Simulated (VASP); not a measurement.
# Tl (Fm-3m) in VASP: notebook

Tl is run at these levels: PBE; tasks: electric field gradients.

Everything below comes from runs of VASP 6.6.1. Logs are shortened: lines on timing, memory, paths and dates and some standing lists are left out, and cuts for length are marked.

**1. The cell of the first run**

Symmetry: Fm-3m, No. 225, cubic system. Conventional cell: a = 4.242 Å, b = 4.242 Å, c = 4.242 Å, α = 90.00°, β = 90.00°, γ = 90.00°. Within 3.9 Å of Tl (site symmetry m-3m) lie 12 Tl at 3.00 Å.

**2. Electric field gradients, PBE (volume scaled by 0.9405)**

INCAR

```
  PREC = Accurate
  ENCUT = 520
  EDIFF = 1E-8
  ISMEAR = -1
  SIGMA = 0.05
  LREAL = F
  LASPH = T
  NELM = 60
  ALGO = Normal
  ISIF = 2
  LWAVE = F
  LCHARG = F
  GGA = PE
  LEFG = T
  NBANDS = 12
```

KPOINTS

```
Automatic mesh
0
Gamma
  14 14 14
```

POSCAR

```
Tl
1.0
    0.0000000000      2.1211798878      2.1211798878
    2.1211798878      0.0000000000      2.1211798878
    2.1211798878      2.1211798878      0.0000000000
Tl
1
Direct
    0.0000000000      0.0000000000      0.0000000000
```

Potentials or basis: VASP PAW PBE potentials, release 64 (Tl_d).

On the command line:

```console
$ cat potpaw_PBE.64/Tl_d/POTCAR > POTCAR
$ mpirun -np 1 vasp_std > vasp.out
```

OUTCAR:

```text
PREC = Accurate
   ENCUT = 520
   EDIFF = 1E-8
   ISMEAR = -1
   LREAL = F
   LASPH = T
   NELM = 60
   ISIF = 2
   GGA = PE

 ion  position               nearest neighbor table
   1  0.000  0.000  0.000-

  LATTYP: Found a face centered cubic cell.
 ALAT       =     4.2423597756

  Lattice vectors:

 A1 = (   0.0000000000,   2.1211798878,   2.1211798878)
 A2 = (   2.1211798878,   0.0000000000,   2.1211798878)
 A3 = (   2.1211798878,   2.1211798878,   0.0000000000)

Analysis of symmetry for initial positions (statically):
=====================================================================
 Subroutine PRICEL returns:
 Original cell was already a primitive cell.

 Routine SETGRP: Setting up the symmetry group for a
 face centered cubic supercell.

 Subroutine GETGRP returns: Found 48 space group operations
 (whereof 48 operations were pure point group operations)
 out of a pool of 48 trial point group operations.

The static configuration has the point symmetry O_h .

Analysis of symmetry for dynamics (positions and initial velocities):
=====================================================================
 Subroutine PRICEL returns:
 Original cell was already a primitive cell.

 Routine SETGRP: Setting up the symmetry group for a
 face centered cubic supercell.

 Subroutine GETGRP returns: Found 48 space group operations
 (whereof 48 operations were pure point group operations)
 out of a pool of 48 trial point group operations.

The dynamic configuration has the point symmetry O_h .

 Subroutine INISYM returns: Found 48 space group operations
 (whereof 48 operations are pure point group operations),
 and found     1 'primitive' translations

----------------------------------------------------------------------------------------

                                     Primitive cell

  volume of cell :      19.0881

  direct lattice vectors                    reciprocal lattice vectors
     0.000000000  2.121179888  2.121179888    -0.235717868  0.235717868  0.235717868
     2.121179888  0.000000000  2.121179888     0.235717868 -0.235717868  0.235717868
     2.121179888  2.121179888  0.000000000     0.235717868  0.235717868 -0.235717868

  length of vectors
     2.999801366  2.999801366  2.999801366     0.408275323  0.408275323  0.408275323

  position of ions in fractional coordinates (direct lattice)
     0.000000000  0.000000000  0.000000000

  ion indices of the primitive-cell ions
   primitive index   ion index
                 1           1

----------------------------------------------------------------------------------------

 KPOINTS: Automatic mesh

Automatic generation of k-mesh.
 Grid dimensions read from file:
 generate k-points for:   14   14   14

 Generating k-lattice:

  Cartesian coordinates                     Fractional coordinates (reciprocal lattice)
    -0.016836991  0.016836991  0.016836991     0.071428571  0.000000000  0.000000000
     0.016836991 -0.016836991  0.016836991     0.000000000  0.071428571  0.000000000
     0.016836991  0.016836991 -0.016836991     0.000000000  0.000000000  0.071428571

  Length of vectors
     0.029162523  0.029162523  0.029162523

  Shift w.r.t. Gamma in fractional coordinates (k-lattice)
     0.000000000  0.000000000  0.000000000

 Subroutine IBZKPT returns following result:
 ===========================================

 Found    104 irreducible k-points:

 Following reciprocal coordinates:
            Coordinates               Weight
  0.000000  0.000000  0.000000      1.000000
  0.071429  0.000000  0.000000      8.000000
  0.142857  0.000000  0.000000      8.000000
  0.214286  0.000000  0.000000      8.000000
  0.285714  0.000000  0.000000      8.000000
  0.357143  0.000000  0.000000      8.000000
[... 16 lines left out ...]
  0.214286  0.142857  0.000000     24.000000
  0.285714  0.142857  0.000000     24.000000
 [... further k-points ...]
   k-points           NKPTS =    104   k-points in BZ     NKDIM =    104   number of bands    NBANDS=     12
   number of dos      NEDOS =    301   number of ions     NIONS =      1
   total plane-waves  NPLWV =  13824
   dimension x,y,z NGX =    24 NGY =   24 NGZ =   24
   dimension x,y,z NGXF=    48 NGYF=   48 NGZF=   48
   ions per type =               1
   NGX,Y,Z   is equivalent  to a cutoff of  13.30, 13.30, 13.30 a.u.
   NGXF,Y,Z  is equivalent  to a cutoff of  26.60, 26.60, 26.60 a.u.
 SYSTEM =  unknown system
   PREC   = accura    normal or accurate (medium, high low for compatibility)
   ISTART =      0    job   : 0-new  1-cont  2-samecut
   ICHARG =      2    charge: 1-file 2-atom 10-const
   ISPIN  =      1    spin polarized calculation?
   LNONCOLLINEAR =      F non collinear calculations
   LSORBIT =      F    spin-orbit coupling
   LASPH  =      T    aspherical Exc in radial PAW
   ENCUT  =  520.0 eV  38.22 Ry    6.18 a.u.   5.58  5.58  5.58*2*pi/ulx,y,z
   NELM   =     60;   NELMIN=  2; NELMDL= -5     # of ELM steps
   EDIFF  = 0.1E-07   stopping-criterion for ELM
   LREAL  =      F    real-space projection
   EDIFFG = 0.1E-06   stopping-criterion for IOM
   NSW    =      0    number of steps for IOM
   IBRION =     -1    ionic relax: 0-MD 1-quasi-New 2-CG
   NFREE  =      0    steps in history (QN), initial steepest desc. (CG)
   ISIF   =      2    stress and relaxation
   ISYM   =      2    0-nonsym 1-usesym 2-fastsym
   POTIM  = 0.5000    time-step for ionic-motion
   TEBEG  =    0.0;   TEEND  =   0.0 temperature during run
   PSTRESS=    0.0 pullay stress
   NELECT =      13.0000    total number of electrons
   NUPDOWN=      -1.0000    fix difference up-down
   EMIN   =  10.00;   EMAX   =-10.00  energy-range for DOS
   EFERMI =   0.00;   METHOD = LEGACY
   ISMEAR =    -1;   SIGMA  =   0.05  broadening in eV -4-tet -1-fermi 0-gaus
   EFERMI_NEDOS =   21; number of points for ismear=-14 and -15
   IALGO  =     38    algorithm
   IMIX   =      4    mixing-type and parameters
     AMIX     =   0.40;   BMIX     =  1.00
     AMIX_MAG =   1.60;   BMIX_MAG =  1.00
  volume/ion in A,a.u.               =      19.09       128.81
  Fermi-wavevector in a.u.,A,eV,Ry     =   1.440351  2.721869 28.226811  2.074612
  Thomas-Fermi vector in A             =   2.559105
   LORBIT       =      0    0 simple, 1 ext, 2 COOP (PROOUT), +10 PAW based schemes
   GGA     = PE    functional components
   LHFCALC =     F    Hartree Fock is set to
   AEXX    =    0.0000 exact exchange contribution
   IVDW    =     0    specifies the selected vdW correction
   LEPSILON=     F    determine dielectric tensor
   LRPA    =     F    only Hartree local field effects (RPA)
 non-spin polarized calculation
  energy-cutoff  :      520.00
  volume of cell :       19.09
 maximum number of plane-waves:       533
 NGX is ok and might be reduce to    24
   NGX = 11   NGY = 11   NGZ = 11

 number of electron      13.0000000 magnetization

 Free energy of the ion-electron system (eV)
  ---------------------------------------------------
  ext. energy  EPLUGINS =         0.00000000
  ---------------------------------------------------
  free energy    TOTEN  =        -1.07180267 eV

  energy without entropy =       -1.06781498  energy(sigma->0) =       -1.06980882

 E-fermi :  12.1781     XC(G=0): -12.3776

 val. band max:       12.1736160423   @ k =  -0.4286   0.4286   0.1429
 cond. band min:      12.2014424780   @ k =   0.5000   0.4286   0.0714
 fundamental gap:      0.0278264356
 Fermi energy:        12.1780791870

 k-point     1 :       0.0000    0.0000    0.0000
  band No.  band energies     occupation
      1      -1.6272      2.00000
      2      -0.7004      2.00000
      3      -0.7004      2.00000
      4      -0.7004      2.00000
      5       0.0348      2.00000
      6       0.0348      2.00000
      7      22.9635      0.00000
      8      25.3857      0.00000
      9      25.3857      0.00000
     10      25.3857      0.00000
     11      30.5507      0.00000
     12      31.8073      0.00000

 k-point     2 :       0.0714    0.0000    0.0000
  band No.  band energies     occupation
      1      -1.4784      2.00000
      2      -0.7111      2.00000
      3      -0.6667      2.00000
      4      -0.6667      2.00000
      5       0.0263      2.00000
      6       0.0263      2.00000
      7      22.9030      0.00000
      8      24.1396      0.00000
      9      25.4003      0.00000
     10      25.4003      0.00000
     11      30.3037      0.00000
     12      31.3467      0.00000
[... 316 lines left out ...]
 k-point    24 :       0.2857    0.1429    0.0000
  band No.  band energies     occupation
      1      -1.1112      2.00000
      2      -0.5482      2.00000
      3      -0.4477      2.00000
      4      -0.3131      2.00000
      5       0.3430      2.00000
      6       1.2177      2.00000
      7      17.3418      0.00000
      8      21.6817      0.00000
      9      23.0319      0.00000
     10      23.5907      0.00000
     11      26.6086      0.00000
     12      31.1979      0.00000

 [... further k-points ...]
[... 5 lines left out ...]
  --------------------------------------------------------------------------------------
  -------------------------------------------------------------------------------------
  Total        6.0414882      6.0414882      6.0414882     -0.0000000     -0.0000000      0.0000000
  in kB      507.0981424    507.0981424    507.0981424     -0.0000000     -0.0000000      0.0000000
  external PRESSURE =     507.0981424 kB  Pullay stress =       0.0000000 kB

 VOLUME and BASIS-vectors are now :
 -----------------------------------------------------------------------------
  energy-cutoff  :      520.00
  volume of cell :       19.09
      direct lattice vectors                 reciprocal lattice vectors
     0.000000000  2.121179888  2.121179888    -0.235717868  0.235717868  0.235717868
     2.121179888  0.000000000  2.121179888     0.235717868 -0.235717868  0.235717868
     2.121179888  2.121179888  0.000000000     0.235717868  0.235717868 -0.235717868

 POSITION                                       TOTAL-FORCE (eV/Angst)
 -----------------------------------------------------------------------------------
      0.00000      0.00000      0.00000         0.000000      0.000000      0.000000
 -----------------------------------------------------------------------------------
    total drift:                               -0.000000      0.000000     -0.000000

  FREE ENERGIE OF THE ION-ELECTRON SYSTEM (eV)
  ---------------------------------------------------
  free  energy   TOTEN  =        -1.0718026682 eV

  energy  without entropy=       -1.0678149753  energy(sigma->0) =       -1.06980882

 Electric field gradients (V/A^2)
---------------------------------------------------------------------
 ion       V_xx      V_yy      V_zz      V_xy      V_xz      V_yz
---------------------------------------------------------------------
   1      -0.000    -0.000     0.000     0.000     0.000     0.000
---------------------------------------------------------------------

 Electric field gradients after diagonalization (V/A^2)
 (convention: |V_zz| > |V_xx| > |V_yy|)
----------------------------------------------------------------------
 ion       V_xx      V_yy      V_zz     asymmetry (V_yy - V_xx)/ V_zz
----------------------------------------------------------------------
   1      -0.000    -0.000     0.001       0.000
----------------------------------------------------------------------

           NMR quadrupolar parameters

 Cq : quadrupolar parameter    Cq=e*Q*V_zz/h
 eta: asymmetry parameters     (V_yy - V_xx)/ V_zz
 Q  : nuclear electric quadrupole moment in mb (millibarn)
----------------------------------------------------------------------
 ion       Cq(MHz)       eta       Q (mb)
----------------------------------------------------------------------
   1       0.000       0.000       1.000
----------------------------------------------------------------------
```

Wall time 16 s (1 thread of Intel Xeon Platinum 8488C (Sapphire Rapids), shared host); peak memory 0.15 GiB.

Results:

```yaml
Free_energy: -1.0718 eV
Pressure: 50.7 GPa
```

Caveat: without QUAD_EFG the Cq values of the log hold for a quadrupole moment of 1 mb, not for the nuclei; spin-orbit coupling is left out, which moves the levels of the heavy elements.

**3. Electric field gradients, PBE (volume scaled by 0.9405)**

INCAR

```
SYSTEM = Tl
ALGO = Normal
EDIFF = 1E-8
ENCUT = 520
GGA = PE
ISIF = 2
ISMEAR = -1
LASPH = .True.
LCHARG = .False.
LEFG = .True.
LREAL = .False.
LWAVE = .False.
NBANDS = 12
NELM = 100
PREC = Accurate
SIGMA = 0.05
```

KPOINTS

```
k-points
0
Gamma
  14 14 14
  0 0 0
```

POSCAR is that of step 2.

Potentials or basis: VASP PAW PBE potentials, release 64 (Tl_d).

On the command line:

```console
$ cat potpaw_PBE.64/Tl_d/POTCAR > POTCAR
$ mpirun -np 1 vasp_std > vasp.out
```

OUTCAR:

```text
SYSTEM = Tl
   EDIFF = 1E-8
   ENCUT = 520
   GGA = PE
   ISIF = 2
   ISMEAR = -1
   LASPH = .True.
   LREAL = .False.
   NELM = 100
   PREC = Accurate

 ion  position               nearest neighbor table
   1  0.000  0.000  0.000-

  LATTYP: Found a face centered cubic cell.
 ALAT       =     4.2423597756

  Lattice vectors:

 A1 = (   0.0000000000,   2.1211798878,   2.1211798878)
 A2 = (   2.1211798878,   0.0000000000,   2.1211798878)
 A3 = (   2.1211798878,   2.1211798878,   0.0000000000)

Analysis of symmetry for initial positions (statically):
=====================================================================
 Subroutine PRICEL returns:
 Original cell was already a primitive cell.

 Routine SETGRP: Setting up the symmetry group for a
 face centered cubic supercell.

[... 541 lines left out ...]
  external PRESSURE =     507.0981424 kB  Pullay stress =       0.0000000 kB

 VOLUME and BASIS-vectors are now :
 -----------------------------------------------------------------------------
  energy-cutoff  :      520.00
  volume of cell :       19.09
      direct lattice vectors                 reciprocal lattice vectors
     0.000000000  2.121179888  2.121179888    -0.235717868  0.235717868  0.235717868
     2.121179888  0.000000000  2.121179888     0.235717868 -0.235717868  0.235717868
     2.121179888  2.121179888  0.000000000     0.235717868  0.235717868 -0.235717868

 POSITION                                       TOTAL-FORCE (eV/Angst)
 -----------------------------------------------------------------------------------
      0.00000      0.00000      0.00000         0.000000      0.000000      0.000000
 -----------------------------------------------------------------------------------
    total drift:                               -0.000000      0.000000     -0.000000

  FREE ENERGIE OF THE ION-ELECTRON SYSTEM (eV)
  ---------------------------------------------------
  free  energy   TOTEN  =        -1.0718026682 eV

  energy  without entropy=       -1.0678149753  energy(sigma->0) =       -1.06980882

 Electric field gradients (V/A^2)
---------------------------------------------------------------------
 ion       V_xx      V_yy      V_zz      V_xy      V_xz      V_yz
---------------------------------------------------------------------
   1      -0.000    -0.000     0.000     0.000     0.000     0.000
---------------------------------------------------------------------

 Electric field gradients after diagonalization (V/A^2)
 (convention: |V_zz| > |V_xx| > |V_yy|)
----------------------------------------------------------------------
 ion       V_xx      V_yy      V_zz     asymmetry (V_yy - V_xx)/ V_zz
----------------------------------------------------------------------
   1      -0.000    -0.000     0.001       0.000
----------------------------------------------------------------------

           NMR quadrupolar parameters

 Cq : quadrupolar parameter    Cq=e*Q*V_zz/h
 eta: asymmetry parameters     (V_yy - V_xx)/ V_zz
 Q  : nuclear electric quadrupole moment in mb (millibarn)
----------------------------------------------------------------------
 ion       Cq(MHz)       eta       Q (mb)
----------------------------------------------------------------------
   1       0.000       0.000       1.000
----------------------------------------------------------------------
```

OSZICAR:

```text
N       E                     dE             d eps       ncg     rms          rms(c)
DAV:   1     0.537468203276E+02    0.53747E+02   -0.70888E+03  2648   0.100E+03
DAV:   2    -0.450320910981E+00   -0.54197E+02   -0.53173E+02  2864   0.229E+02
DAV:   3    -0.114509278284E+01   -0.69477E+00   -0.69420E+00  3016   0.225E+01
DAV:   4    -0.114753611919E+01   -0.24433E-02   -0.24432E-02  2928   0.157E+00
DAV:   5    -0.114755618509E+01   -0.20066E-04   -0.20066E-04  3028   0.135E-01    0.855E+00
DAV:   6    -0.108888341963E+01    0.58673E-01   -0.68556E-02  2736   0.299E+00    0.541E+00
DAV:   7    -0.107298198581E+01    0.15901E-01   -0.38941E-02  2816   0.226E+00    0.926E-01
DAV:   8    -0.107179701699E+01    0.11850E-02   -0.42968E-03  2848   0.704E-01    0.607E-02
DAV:   9    -0.107180100235E+01   -0.39854E-05   -0.32876E-05  3040   0.620E-02    0.189E-02
DAV:  10    -0.107180259659E+01   -0.15942E-05   -0.14523E-06  3008   0.141E-02    0.151E-03
DAV:  11    -0.107180267665E+01   -0.80057E-07   -0.21108E-07  2872   0.435E-03    0.673E-04
DAV:  12    -0.107180266239E+01    0.14254E-07   -0.14352E-08  2016   0.142E-03    0.152E-04
DAV:  13    -0.107180266819E+01   -0.57946E-08   -0.46922E-10  1580   0.233E-04
   1 F= -.10718027E+01 E0= -.10698088E+01  d E =-.398769E-02
```

Wall time 14 s (1 thread of Intel Xeon Platinum 8488C (Sapphire Rapids), shared host); peak memory 0.15 GiB.

Results:

```yaml
Free_energy: -1.0718 eV
Pressure: 50.7 GPa
```

Caveat: without QUAD_EFG the Cq values of the log hold for a quadrupole moment of 1 mb, not for the nuclei; spin-orbit coupling is left out, which moves the levels of the heavy elements.

[end of part 1 of 2]
